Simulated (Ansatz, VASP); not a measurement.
# AlGa3N4: VASP beside Ansatz

The input INCAR:

```
PREC     = Accurate       # precision mode
ENCUT    = 520            # plane-wave cutoff, eV
EDIFF    = 1E-6           # SCF threshold, eV
ISMEAR   = 0              # smearing method
SIGMA    = 0.05           # smearing width, eV
LREAL    = F              # projectors in reciprocal space
LASPH    = T              # aspherical terms in the spheres
NELM     = 60             # most SCF steps
ALGO     = Normal         # electronic algorithm
ISIF     = 2              # what is computed and relaxed
LWAVE    = F              # write WAVECAR
LCHARG   = F              # write CHGCAR
GGA      = PS             # functional
NBANDS   = 41             # bands
```

File KPOINTS:

```
regular mesh
0
Gamma
  6 8 6
```

Contents of POSCAR:

```
AlGa3N4
1.0
    5.2966217354      0.0000000000      0.0001233252
    0.0000000000      3.2599343446      0.0000000000
   -0.0036932605      0.0000000000      5.5606715498
Al Ga N
1 3 4
Direct
    0.0006034227      0.5000000000      0.6673576245
    0.4991167030      0.5000000000      0.3349195796
    0.4990273845      0.0000000000      0.8315570005
    0.9998617813      0.0000000000      0.1661805284
    0.1196687538      0.5000000000      0.3400974154
    0.1176459792      0.0000000000      0.8263760592
    0.6204436392      0.0000000000      0.1662162869
    0.6312323464      0.5000000000      0.6672965055
```

Input for Ansatz:

```yaml
crystal:
  lattice:
    - [5.2966217354, 0.0, 0.0001233252]
    - [0.0, 3.2599343446, 0.0]
    - [-0.0036932605, 0.0, 5.5606715498]
  atoms:
    - { symbol: Al, position: [0.0006034227, 0.5, 0.6673576245] }
    - { symbol: Ga, position: [0.499116703, 0.5, 0.3349195796] }
    - { symbol: Ga, position: [0.4990273845, 0.0, 0.8315570005] }
    - { symbol: Ga, position: [0.9998617813, 0.0, 0.1661805284] }
    - { symbol: "N", position: [0.1196687538, 0.5, 0.3400974154] }
    - { symbol: "N", position: [0.1176459792, 0.0, 0.8263760592] }
    - { symbol: "N", position: [0.6204436392, 0.0, 0.1662162869] }
    - { symbol: "N", position: [0.6312323464, 0.5, 0.6672965055] }
basis:
  ecutwfc: 420
kpoints:
  mp_grid: { grid: [6, 8, 6] }
hamiltonian:
  xc: pbesol
scf:
  occupations: { method: gaussian, width: 0.05 }
output:
  forces: true
  stress: true
  eigenvalues: true
```

Change from the starting cell: strain +0.030 along x and y, +0.015 along z, atoms carried along.

Alike in both runs: task single point; functional PBEsol; k mesh 6 × 8 × 6; occupations gaussian, width 0.05 eV; no spin polarisation.

|  | VASP | Ansatz |
| --- | --- | --- |
| version | VASP 6.6.1 | Ansatz 0.2.0 |
| potentials or method | VASP PAW PBE potentials, release 64 (Al, Ga_d, N), cutoff 520 eV | scalar-relativistic, plane waves, PAW |
| valence electrons in the cell | 62 | 62 |

Ansatz gave:

```
gap on the k mesh at the Fermi level (eV)                     : 1.83
least direct gap on the mesh (eV)                             : 1.83
pressure (GPa)                                                : -12.1
traceless stress, the component that is largest in VASP (GPa) : 2.64
rms of the force components (eV/Å)                            : 0.057
```

Task: What did VASP give for the same quantities?

Result: gap on the k mesh at the Fermi level (eV): 1.84; least direct gap on the mesh (eV): 1.84; pressure (GPa): -12.2; traceless stress, the component that is largest in VASP (GPa): 2.64; rms of the force components (eV/Å): 0.057.

VASP's potentials were made for PBE, not for PBEsol. Atom by atom the forces differ by 0.002 eV/Å (rms over components).
